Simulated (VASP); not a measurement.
Input of a VASP 6.6.1 run:

The input INCAR:

```
  ALGO = Normal
  EDIFF = 1E-6
  ENCUT = 520
  GGA = PS
  ISIF = 2
  ISMEAR = 0
  IVDW = 12
  LASPH = True
  LCHARG = False
  LREAL = False
  LWAVE = False
  NBANDS = 20
  NELM = 80
  PREC = Accurate
  SIGMA = 0.05
```

KPOINTS

```
k-points
0
Gamma
  12 12 2
```

File POSCAR:

```
WS2
1.0
    3.1239380587      0.0000000000      0.0000000000
   -1.5619690294      2.7054097187      0.0000000000
    0.0000000000      0.0000000000     16.9375357456
W S
1 2
Direct
    0.3333333333      0.6666666667      0.0012108228
    0.6520697063      0.3333333333      0.9036795921
    0.6812636270      0.3333333333      0.0893772491
```

Potentials or basis: VASP PAW PBE potentials, release 64 (W_sv, S).

Command:

```bash
$ cat potpaw_PBE.64/W_sv/POTCAR potpaw_PBE.64/S/POTCAR > POTCAR
$ mpirun -np 1 vasp_std > vasp.out
```

(1) Predict the band gap on the k mesh.

(2) What does it give for the largest force?

(3) What does it give for the dispersion energy per atom?

Answers

(1) 1.94 eV (least direct gap 2.03 eV).

(2) 2.723 eV/Å.

(3) -0.253 eV.

Caveat: the cell differs from its parent crystal (atoms displaced along a vibrational mode); the PAW data sets were made with another functional, which shifts forces and pressure a little; spin-orbit coupling is left out, which moves the levels of the heavy elements.
